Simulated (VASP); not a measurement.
A run of VASP 6.6.1 is set up as follows.

File INCAR:

```
SYSTEM = Al3Cu
  ALGO = Fast
  EDIFF = 1E-7
  ENCUT = 520
  GGA = PS
  ISIF = 2
  ISMEAR = 0
  LASPH = .True.
  LCHARG = .False.
  LREAL = .False.
  LWAVE = .False.
  NBANDS = 18
  NELM = 60
  PREC = Accurate
  SIGMA = 0.15
```

KPOINTS

```
k-points
0
Gamma
  14 14 14
  0 0 0
```

File POSCAR:

```
Al3Cu
1.0
    4.0867153821     -0.8173430764     -0.8173430764
   -0.8173430764      4.0867153821     -0.8173430764
   -0.8173430764     -0.8173430764      4.0867153821
Al Cu
3 1
Direct
    0.0000000000      0.5000000000      0.5000000000
    0.5000000000      0.0000000000      0.5000000000
    0.5000000000      0.5000000000      0.0000000000
    0.0000000000      0.0000000000      0.0000000000
```

Potentials or basis: VASP PAW PBE potentials, release 64 (Al, Cu).

Command:

```sh
$ cat potpaw_PBE.64/Al/POTCAR potpaw_PBE.64/Cu/POTCAR > POTCAR
$ mpirun -np 1 vasp_std > vasp.out
```

(1) What does it give for the pressure?

(2) What does it give for the band gap on the k mesh?

## Answers

(1) 20.0 GPa.

(2) zero (bands 10 and 11 overlap by 5.31 eV).

Caveat: the cell stands under pressure; the PAW data sets were made with another functional, which shifts forces and pressure a little.
